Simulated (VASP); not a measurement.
Input of a VASP 6.6.1 run:

POSCAR

```
WSe2
1.0
    3.4316541440      0.0000000000      0.0000000000
   -1.7158270720      2.9718996657      0.0000000000
    0.0000000000      0.0000000000     13.6746489440
W Se
2 4
Direct
    0.3333333333      0.6666666667      0.2500000000
    0.6666666667      0.3333333333      0.7500000000
    0.6666666667      0.3333333333      0.3688151920
    0.6666666667      0.3333333333      0.1311848080
    0.3333333333      0.6666666667      0.8688151920
    0.3333333333      0.6666666667      0.6311848080
```

The input INCAR.step1:

```
PREC = Accurate ; ENCUT = 520
ISMEAR = 0 ; SIGMA = 0.01
LREAL = False ; LASPH = True
NELM = 80 ; NBANDS = 35
GGA = PE ; ALGO = Normal
EDIFF = 1E-4 ; LWAVE = True
LCHARG = False
```

INCAR.step2

```
PREC = Accurate ; ENCUT = 520
EDIFF = 1E-6 ; ISMEAR = 0
SIGMA = 0.01 ; LREAL = False
LASPH = True ; NELM = 80
ALGO = Normal ; ISIF = 2
LWAVE = False ; LCHARG = False
METAGGA = R2SCAN ; LMIXTAU = True
NBANDS = 35 ; ISTART = 1
```

File KPOINTS:

```
Automatic mesh
0
Gamma
  12 12 2
```

Potentials or basis: VASP PAW PBE potentials, release 64 (W_sv, Se).

Command:

```sh
$ cat potpaw_PBE.64/W_sv/POTCAR potpaw_PBE.64/Se/POTCAR > POTCAR
$ cp INCAR.step1 INCAR
$ mpirun -np 1 vasp_std > vasp.out
$ cp INCAR.step2 INCAR
$ mpirun -np 1 vasp_std > vasp.out
```

(1) What does it give for the band gap on the k mesh?

(2) What does it give for the largest force?

Results:

(1) 0.76 eV (least direct gap 1.22 eV).

(2) 0.006 eV/Å.

Caveat: the cell differs from its parent crystal (strain +4.0%); the PAW data sets were made with another functional, which shifts forces and pressure a little; spin-orbit coupling is left out, which moves the levels of the heavy elements.
